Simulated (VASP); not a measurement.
Wanted: the native input for a VASP 6.6.1 run.

| Item | Value |
| --- | --- |
| Task | single point |
| Functional | LDA |
| Potentials or basis | VASP PAW LDA potentials, release 64 (Rh_pv) |
| Cutoff | 520 eV |
| k mesh | 18 × 18 × 6 |
| Occupations | gaussian, width 0.15 eV |
| Spin | no spin polarisation |
| Dipole correction | no |
| Further INCAR settings | ALGO = Fast; EDIFF = 1e-06; NBANDS = 38 |

The structure of Rh lies in POSCAR:

```
Rh
1.0
    2.7547791974      0.0000000000      0.0000000000
   -1.3773895987      2.2167968120      0.0000000000
    0.0000000000      0.0000000000      8.6668814394
Rh
4
Direct
    0.0000000000      0.0000000000      0.0000000000
    0.3333333333      0.6666666667      0.2500000000
    0.0000000000      0.0000000000      0.5000000000
    0.6666666667      0.3333333333      0.7500000000
```

This cell differs from its parent crystal: strain +e along x and -e along y +0.0367, strain +e along z and -e/2 along x and y +0.0000.

One way to write it, as run:

INCAR

```
PREC     = Accurate       # precision mode
ENCUT    = 520            # plane-wave cutoff, eV
EDIFF    = 1E-6           # SCF threshold, eV
ISMEAR   = 0              # smearing method
SIGMA    = 0.15           # smearing width, eV
LREAL    = False          # projectors in reciprocal space
LASPH    = True           # aspherical terms in the spheres
NELM     = 60             # most SCF steps
ALGO     = Fast           # electronic algorithm
ISIF     = 2              # what is computed and relaxed
LWAVE    = False          # write WAVECAR
LCHARG   = False          # write CHGCAR
NBANDS   = 38             # bands
```

KPOINTS

```
Automatic mesh
0
Gamma
  18 18 6
```

Potentials or basis: VASP PAW LDA potentials, release 64 (Rh_pv).

Command:

```console
$ cat potpaw_LDA.64/Rh_pv/POTCAR > POTCAR
$ mpirun -np 1 vasp_std > vasp.out
```

Results of the run:

```yaml
Pressure: 2.5 GPa
Largest_force: 0.185 eV/Å
Band_gap_on_the_k_mesh: zero (band 30 reaches 13.40 eV, above the bottom of band 31 at 11.11 eV)
```

Caveat: the cell differs from its parent crystal (strain +e along x and -e along y +0.0367, strain +e along z and -e/2 along x and y +0.0000).

Run time: 12 min on 1 thread of Oxide Virtual Turin-like Processor (shared host), peak memory 0.5 GiB.
